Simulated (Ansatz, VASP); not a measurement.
# One calculation of ZnS, two programs

File INCAR:

```
PREC = Accurate ; ENCUT = 520
EDIFF = 1E-6 ; ISMEAR = 0
SIGMA = 0.01 ; LREAL = False
LASPH = True ; NELM = 100
ALGO = Normal ; ISIF = 2
LWAVE = False ; LCHARG = False
GGA = PE ; NBANDS = 26
```

Contents of KPOINTS:

```
Automatic mesh
0
Gamma
  12 12 4
```

File POSCAR:

```
ZnS
1.0
    3.5895904813      0.0000000000      0.0000000000
   -1.7947952406      3.1086765460      0.0000000000
    0.0000000000      0.0000000000      5.8799973210
Zn S
2 2
Direct
    0.0000000000      0.0000000000      0.0000000000
    0.0000000000      0.0000000000      0.5000000000
    0.3333333333      0.6666666667      0.2500000000
    0.6666666667      0.3333333333      0.7500000000
```

Input for Ansatz:

```yaml
crystal:
  lattice:
    - [3.5895904813, 0.0, 0.0]
    - [-1.7947952406, 3.108676546, 0.0]
    - [0.0, 0.0, 5.879997321]
  atoms:
    - { symbol: Zn, position: [0.0, 0.0, 0.0] }
    - { symbol: Zn, position: [0.0, 0.0, 0.5] }
    - { symbol: S, position: [0.3333333333, 0.6666666667, 0.25] }
    - { symbol: S, position: [0.6666666667, 0.3333333333, 0.75] }
kpoints:
  mp_grid: { grid: [12, 12, 4] }
hamiltonian:
  xc: pbe
scf:
  occupations: { method: fixed }
output:
  optics:
    e_range: [0, 12]
    de: 0.05
    sigma: 0.1
    bands: auto
    scissors: 1.251
```

Alike in both runs: task single point; functional PBE; k mesh 12 × 12 × 4; no spin polarisation.

```csv
,VASP,Ansatz
version,VASP 6.6.1,Ansatz 0.2.0
potentials or method,"VASP PAW PBE potentials, release 64 (Zn, S)","plane waves, PAW"
plane-wave cutoff (eV),520,420
occupations,"gaussian, width 0.01 eV",fixed
valence electrons in the cell,36,36
```

VASP gave:

- gap on the k mesh at the Fermi level (eV): 0.37

Problem. What did Ansatz give for the same quantities?

Solution. gap on the k mesh at the Fermi level (eV): 0.38.
